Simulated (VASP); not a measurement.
Input of a VASP 6.6.1 run:

File INCAR:

```
SYSTEM = Ti
  PREC = Accurate
  ENCUT = 520
  EDIFF = 1E-8
  ISMEAR = -1
  SIGMA = 0.05
  LREAL = .False.
  LASPH = .True.
  NELM = 80
  ALGO = Normal
  ISIF = 2
  LWAVE = .False.
  LCHARG = .False.
  LEFG = .True.
  NBANDS = 12
```

KPOINTS

```
regular mesh
0
Gamma
  14 14 14
  0 0 0
```

POSCAR

```
Ti
1.0
   -0.0203000000      2.0198500000      2.0198500000
    2.0198500000     -0.0203000000      2.0198500000
    2.0198500000      2.0198500000     -0.0203000000
Ti
1
Direct
    0.0000000000      0.0000000000      0.0000000000
```

Potentials or basis: VASP PAW LDA potentials, release 64 (Ti_sv).

Command:

```sh
$ cat potpaw_LDA.64/Ti_sv/POTCAR > POTCAR
$ mpirun -np 1 vasp_std > vasp.out
```

Q: What does it give for the pressure?

A: -5.0 GPa.

Q: Estimate the band gap on the k mesh.

A: Zero (bands 6 and 7 overlap by 1.32 eV).

Electric field gradients, principal values (V/Å²):
```csv
atom,least,middle,greatest (by size)
1 Ti,-2.051,-2.051,4.102
```

Caveat: the cell differs from its parent crystal (equal xy, yz and zx shear strains of -1 %); the cell stands under tension; without QUAD_EFG the Cq values of the log hold for a quadrupole moment of 1 mb, not for the nuclei.
